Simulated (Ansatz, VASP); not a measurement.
# Ti: VASP beside Ansatz

INCAR

```
SYSTEM = Ti
PREC = Accurate
ENCUT = 520
EDIFF = 1E-6
ISMEAR = -1
SIGMA = 0.2
LREAL = .False.
LASPH = .True.
NELM = 60
ALGO = Normal
ISIF = 2
LWAVE = .False.
LCHARG = .False.
GGA = CA
NBANDS = 19
```

KPOINTS

```
Automatic mesh
0
Gamma
  13 13 7
  0 0 0
```

POSCAR

```
Ti
1.0
    2.8638698861      0.0000000000      0.0000000000
   -1.4319349430      2.4801840745      0.0000000000
    0.0000000000      0.0000000000      4.5399943151
Ti
2
Direct
    0.3333333333      0.6666666667      0.2500000000
    0.6666666667      0.3333333333      0.7500000000
```

Input for Ansatz:

```yaml
crystal:
  lattice:
    - [2.8638698861, 0.0, 0.0]
    - [-1.431934943, 2.4801840745, 0.0]
    - [0.0, 0.0, 4.5399943151]
  atoms:
    - { symbol: Ti, position: [0.3333333333, 0.6666666667, 0.25] }
    - { symbol: Ti, position: [0.6666666667, 0.3333333333, 0.75] }
hamiltonian:
  xc: lda
  pseudopotentials:
    kind: paw
    azcp:
      Ti: "pseudopotentials/Ti.paw.azcp"
basis:
  ecutwfc: 420
  fft_grid_basis: typed
kpoints:
  mp_grid: { grid: [13, 13, 7], shift: [0, 0, 0] }
magnetization:
  spin_polarized: false
scf:
  occupations: { method: fermi_dirac, width: 0.2 }
  lower_state_search: "off"
output:
  stress: true
```

Alike in both runs: task single point; functional LDA; k mesh 13 × 13 × 7; occupations fermi-dirac, width 0.2 eV; no spin polarisation.

|  | VASP | Ansatz |
| --- | --- | --- |
| version | VASP 6.6.1 | Ansatz 0.2.0 |
| potentials or method | VASP PAW LDA potentials, release 64 (Ti_sv), cutoff 520 eV | plane waves (420 eV) with PAW, scalar-relativistic |
| valence electrons in the cell | 24 | 24 |

```tsv
	VASP	Ansatz	Ansatz less VASP
pressure (GPa)	0.6	0.7	+0.11
traceless stress, the component that is largest in VASP (GPa)	0.30	0.28	-0.016
```

Ansatz warns that its potentials were made for another functional, while VASP's fit it. LDA's correlation is that of Perdew and Zunger in VASP and of Perdew and Wang (1992) in Ansatz.
